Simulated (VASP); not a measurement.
# SiW6 in VASP: a series of runs

Runs on SiW6. Level: PBE+D3(BJ). Tasks: single point.

Everything below comes from runs of VASP 6.6.1. Logs are shortened: lines on timing, memory, paths and dates and some standing lists are left out, and cuts for length are marked.

## 1. The cell of the first run

The cell holds a slab with vacuum, 7 atoms: a = 4.468 Å, b = 4.468 Å, c = 21.726 Å, α = 90.00°, β = 90.00°, γ = 120.00°.

## 2. Single point, PBE+D3(BJ)

Contents of INCAR:

```
ALGO = Normal
DIPOL = 0.5 0.5 0.318
EDIFF = 1E-7
ENCUT = 520
GGA = PE
IDIPOL = 3
ISIF = 2
ISMEAR = 0
IVDW = 12
LASPH = True
LCHARG = False
LDIPOL = True
LREAL = False
LWAVE = False
NBANDS = 53
NELM = 100
PREC = Accurate
SIGMA = 0.1
```

Contents of KPOINTS:

```
k-points
0
Gamma
  6 6 1
```

Contents of POSCAR:

```
SiW6
1.0
    4.4682526324      0.0000000000      0.0000000000
   -2.2341263162      3.8696202902      0.0000000000
    0.0000000000      0.0000000000     21.7259061349
W Si
6 1
Direct
    0.6666666667      0.3333333333      0.1841119986
    0.3333333333      0.6666666667      0.2260931360
    0.0000000000      0.0000000000      0.2680742733
    0.6666666667      0.3333333333      0.3070897866
    0.3333333333      0.6666666667      0.3466976876
    0.0000000000      0.0000000000      0.3832248047
    0.0000000000      0.0000000000      0.5121032037
```

Potentials or basis: VASP PAW PBE potentials, release 64 (W_sv, Si).

On the command line:

```console
> cat potpaw_PBE.64/W_sv/POTCAR potpaw_PBE.64/Si/POTCAR > POTCAR
> mpirun -np 1 vasp_std > vasp.out
```

OUTCAR:

```text
EDIFF = 1E-7
   ENCUT = 520
   GGA = PE
   ISIF = 2
   ISMEAR = 0
   IVDW = 12
   LASPH = True
   LREAL = False
   NELM = 100
   PREC = Accurate
 IVDW          = 12

 ion  position               nearest neighbor table
   1  0.667  0.333  0.184-   4 2.67   2 2.74   2 2.74   2 2.74   3 3.16   3 3.16   3 3.16
   2  0.333  0.667  0.226-   5 2.62   3 2.74   3 2.74   3 2.74   1 2.74   1 2.74   1 2.74   4 3.12
                             4 3.12   4 3.12
   3  0.000  0.000  0.268-   6 2.50   4 2.72   4 2.72   4 2.72   2 2.74   2 2.74   2 2.74   5 3.09
                             5 3.09   5 3.09   1 3.16   1 3.16   1 3.16
   4  0.667  0.333  0.307-   1 2.67   3 2.72   3 2.72   3 2.72   5 2.72   5 2.72   5 2.72   6 3.06
                             6 3.06   6 3.06   2 3.12   2 3.12   2 3.12
   5  0.333  0.667  0.347-   2 2.62   6 2.70   6 2.70   6 2.70   4 2.72   4 2.72   4 2.72   3 3.09
                             3 3.09   3 3.09
   6  0.000  0.000  0.383-   3 2.50   5 2.70   5 2.70   5 2.70   7 2.80   4 3.06   4 3.06   4 3.06

   7  0.000  0.000  0.512-   6 2.80

  LATTYP: Found a hexagonal cell.
 ALAT       =     4.4682526324
 C/A-ratio  =     4.8622824004

  Lattice vectors:

 A1 = (   4.4682526324,   0.0000000000,   0.0000000000)
 A2 = (  -2.2341263162,   3.8696202902,   0.0000000000)
 A3 = (   0.0000000000,   0.0000000000,  21.7259061349)

Analysis of symmetry for initial positions (statically):
=====================================================================
 Subroutine PRICEL returns:
 Original cell was already a primitive cell.

 Routine SETGRP: Setting up the symmetry group for a
 hexagonal supercell.

 Subroutine GETGRP returns: Found  6 space group operations
 (whereof  6 operations were pure point group operations)
 out of a pool of 24 trial point group operations.

The static configuration has the point symmetry C_3v.

Analysis of symmetry for dynamics (positions and initial velocities):
=====================================================================
 Subroutine PRICEL returns:
 Original cell was already a primitive cell.

 Routine SETGRP: Setting up the symmetry group for a
 hexagonal supercell.

 Subroutine GETGRP returns: Found  6 space group operations
 (whereof  6 operations were pure point group operations)
 out of a pool of 24 trial point group operations.

The dynamic configuration has the point symmetry C_3v.

 Subroutine INISYM returns: Found  6 space group operations
 (whereof  6 operations are pure point group operations),
 and found     1 'primitive' translations

[... 98 lines left out ...]
   NUPDOWN=      -1.0000    fix difference up-down
   EMIN   =  10.00;   EMAX   =-10.00  energy-range for DOS
   EFERMI =   0.00;   METHOD = LEGACY
   ISMEAR =     0;   SIGMA  =   0.10  broadening in eV -4-tet -1-fermi 0-gaus
   EFERMI_NEDOS =   21; number of points for ismear=-14 and -15
   IALGO  =     38    algorithm
   IMIX   =      4    mixing-type and parameters
     AMIX     =   0.40;   BMIX     =  1.00
     AMIX_MAG =   1.60;   BMIX_MAG =  1.00
  volume/ion in A,a.u.               =      53.66       362.14
  Fermi-wavevector in a.u.,A,eV,Ry     =   1.009193  1.907099 13.857143  1.018471
  Thomas-Fermi vector in A             =   2.142107
   LORBIT       =      0    0 simple, 1 ext, 2 COOP (PROOUT), +10 PAW based schemes
   GGA     = PE    functional components
   LHFCALC =     F    Hartree Fock is set to
   AEXX    =    0.0000 exact exchange contribution
   IVDW    =    12    specifies the selected vdW correction
   LEPSILON=     F    determine dielectric tensor
   LRPA    =     F    only Hartree local field effects (RPA)
 non-spin polarized calculation
 Gauss-broadening in eV      SIGMA  =   0.10
  energy-cutoff  :      520.00
  volume of cell :      375.65
 maximum number of plane-waves:     10145
 NGX is ok and might be reduce to    36
   NGX = 17   NGY = 17   NGZ = 81

 dipolmoment           0.000000      0.000000     -0.143022 electrons x Angstroem

 number of electron      88.0000003 magnetization

 dipolmoment           0.000000      0.000000      0.086645 electrons x Angstroem

 Free energy of the ion-electron system (eV)
  ---------------------------------------------------
  ext. energy  EPLUGINS =         0.00000000
  ---------------------------------------------------
  free energy    TOTEN  =       -72.82554033 eV

  energy without entropy =      -72.79226757  energy(sigma->0) =      -72.80890395

 E-fermi :   0.2999     XC(G=0):  -5.3249

 val. band max:        0.2471615164   @ k =   0.1667   0.1667   0.0000
 cond. band min:       0.3583198809   @ k =   0.3333   0.3333   0.0000
 fundamental gap:      0.1111583645
 Fermi energy:         0.2998579819

 k-point     1 :       0.0000    0.0000    0.0000
  band No.  band energies     occupation
      1     -73.7682      2.00000
      2     -73.6570      2.00000
      3     -73.6061      2.00000
      4     -73.4946      2.00000
      5     -73.3795      2.00000
      6     -73.3444      2.00000
[... 381 lines left out ...]
     52       1.7335      0.00000
     53       2.0636      0.00000

------------------------ aborting loop because EDIFF is reached ----------------------------------------

 vacuum level on the upper side and lower side of the slab       (xc-potential included)         0.335        -0.547

 Edisp (eV)   -2.80737

 E8    (eV) :    -1.4740

  FORCE on cell =-STRESS in cart. coord.  units (eV):
  Direction    XX          YY          ZZ          XY          YZ          ZX
  --------------------------------------------------------------------------------------
  -------------------------------------------------------------------------------------
  Total      -7.86204    -7.86204    -5.87838    -0.00000     0.00000    -0.00000
  in kB     -33.53220   -33.53220   -25.07172    -0.00000     0.00000    -0.00000
  external pressure =      -30.71 kB  Pullay stress =        0.00 kB

 VOLUME and BASIS-vectors are now :
 -----------------------------------------------------------------------------
  energy-cutoff  :      520.00
  volume of cell :      375.65
      direct lattice vectors                 reciprocal lattice vectors
     4.468252632  0.000000000  0.000000000     0.223801133  0.129211644  0.000000000
    -2.234126316  3.869620290  0.000000000     0.000000000  0.258423288  0.000000000
     0.000000000  0.000000000 21.725906135     0.000000000  0.000000000  0.046028000

 POSITION                                       TOTAL-FORCE (eV/Angst)
 -----------------------------------------------------------------------------------
      2.23413      1.28987      4.00000         0.000000     -0.000000      2.092691
     -0.00000      2.57975      4.91208        -0.000000     -0.000000     -0.610263
      0.00000      0.00000      5.82416        -0.000000      0.000000     -2.480014
      2.23413      1.28987      6.67180         0.000000      0.000000     -0.157575
     -0.00000      2.57975      7.53232        -0.000000      0.000000      0.563001
      0.00000      0.00000      8.32591         0.000000      0.000000      2.317910
      0.00000      0.00000     11.12591        -0.000000      0.000000     -1.725750
 -----------------------------------------------------------------------------------
    total drift:                               -0.000000     -0.000000      0.000094

  FREE ENERGIE OF THE ION-ELECTRON SYSTEM (eV)
  ---------------------------------------------------
  free  energy   TOTEN  =       -75.6329056757 eV

  energy  without entropy=      -75.5996329196  energy(sigma->0) =      -75.61626930

 vacuum level on the upper side and lower side of the slab         4.951         4.055
```

OSZICAR:

```text
N       E                     dE             d eps       ncg     rms          rms(c)
DAV:   1     0.996209820688E+03    0.99621E+03   -0.53627E+04   926   0.151E+03
DAV:   2    -0.295781717062E+02   -0.10258E+04   -0.10098E+04   857   0.454E+02
DAV:   3    -0.758935824644E+02   -0.46315E+02   -0.44904E+02   900   0.945E+01
[... 24 lines left out ...]
DAV:  28    -0.728255349458E+02   -0.73991E-05   -0.25936E-06   740   0.397E-03    0.126E-03
DAV:  29    -0.728255390626E+02   -0.41168E-05   -0.70591E-07   604   0.220E-03    0.647E-04
DAV:  30    -0.728255401479E+02   -0.10854E-05   -0.16170E-07   620   0.138E-03    0.506E-04
DAV:  31    -0.728255403015E+02   -0.15353E-06   -0.60968E-08   516   0.807E-04    0.169E-04
DAV:  32    -0.728255403259E+02   -0.24398E-07   -0.11146E-08   492   0.428E-04
   1 F= -.75632906E+02 E0= -.75616269E+02  d E =-.332728E-01
```

stdout:

```text
POSCAR found type information on POSCAR W Si
 POSCAR found :  2 types and       7 ions
 scaLAPACK will be used
 LDA part: xc-table for (Slater+PW92), standard interpolation
 POSCAR, INCAR and KPOINTS ok, starting setup
 FFT: planning ... GRIDC
 FFT: planning ... GRID_SOFT
 FFT: planning ... GRID
 WAVECAR not read
 entering main loop
```

It took 13 min on 1 thread of Intel Xeon 8259CL, shared host; peak memory 0.48 GiB.

What came out:

- Free energy: -75.6329 eV
- Largest force: 2.480 eV/Å
- Band gap on the k mesh: zero (bands 44 and 45 overlap by 0.31 eV)
- Dispersion energy per atom: -0.401 eV

Forces in eV/Å, atoms in the order of the input:
```
W    0.000  0.000  2.093
W    0.000  0.000 -0.610
W    0.000  0.000 -2.480
W    0.000  0.000 -0.158
W    0.000  0.000  0.563
W    0.000  0.000  2.318
Si   0.000  0.000 -1.726
```

Levels at points of the mesh, in eV from the Fermi level:
```
           k point  band 40  band 41  band 42  band 43  band 44  band 45  band 46  band 47  band 48  band 49
(0.00, 0.00, 0.00)    -1.23    -1.23    -1.08    -1.08    -0.42     0.83     0.89     0.89     1.60     1.60
(0.50, 0.00, 0.00)    -1.35    -1.05    -0.79    -0.25     0.07     0.27     0.27     0.52     0.68     1.40
```

Caveat: spin-orbit coupling is left out, which moves the levels of the heavy elements.

## 3. Single point, PBE+D3(BJ)

Contents of INCAR:

```
SYSTEM = SiW6
ALGO = Normal ; DIPOL = 0.5 0.5 0.318
EDIFF = 1E-7 ; ENCUT = 520
GGA = PE ; IDIPOL = 3
ISIF = 2 ; ISMEAR = 0
IVDW = 12 ; LASPH = .TRUE.
LCHARG = .TRUE. ; LDIPOL = .TRUE.
LELF = .TRUE. ; LREAL = .FALSE.
LVACPOTAV = .TRUE. ; LVHAR = .TRUE.
LWAVE = .FALSE. ; NBANDS = 53
NELM = 100 ; PREC = Accurate
SIGMA = 0.1
```

Contents of KPOINTS:

```
k-points
0
G
  6 6 1
  0 0 0
```

POSCAR, as its differences from that of step 2:

```diff
@@ -14,2 +14,2 @@
     0.0000000000      0.0000000000      0.3832248047
-    0.0000000000      0.0000000000      0.5121032037
+    0.3333333333      0.6666666667      0.5121032037
```

Potentials or basis: VASP PAW PBE potentials, release 64 (W_sv, Si).

On the command line:

```console
> cat potpaw_PBE.64/W_sv/POTCAR potpaw_PBE.64/Si/POTCAR > POTCAR
> mpirun -np 1 vasp_std > vasp.out
```

It took 14 min on 1 thread of Intel Xeon 8259CL, shared host; peak memory 0.48 GiB.

It converged, with:

```yaml
Free_energy: -75.5234 eV
Largest_force: 2.102 eV/Å
Band_gap_on_the_k_mesh: zero (bands 44 and 45 overlap by 0.43 eV)
Dispersion_energy_per_atom: -0.406 eV
```

Forces in eV/Å, atoms in the order of the input:
```
W    0.000  0.000  2.102
W    0.000  0.000 -0.914
W    0.000  0.000 -1.547
W    0.000  0.000 -0.401
W    0.000  0.000  1.083
W    0.000  0.000  1.548
Si   0.000  0.000 -1.873
```

Levels at points of the mesh, in eV from the Fermi level:
```
           k point  band 40  band 41  band 42  band 43  band 44  band 45  band 46  band 47  band 48  band 49
(0.00, 0.00, 0.00)    -1.22    -1.06    -1.06    -0.92    -0.45     1.06     1.35     1.35     1.65     1.65
(0.50, 0.00, 0.00)    -1.34    -0.97    -0.65    -0.35     0.09     0.16     0.28     0.83     1.20     1.40
```

Caveat: spin-orbit coupling is left out, which moves the levels of the heavy elements.

(Part 1 of 2 ends here.)

The gap in the log of VASP goes by the Fermi energy; the results here count the filled bands.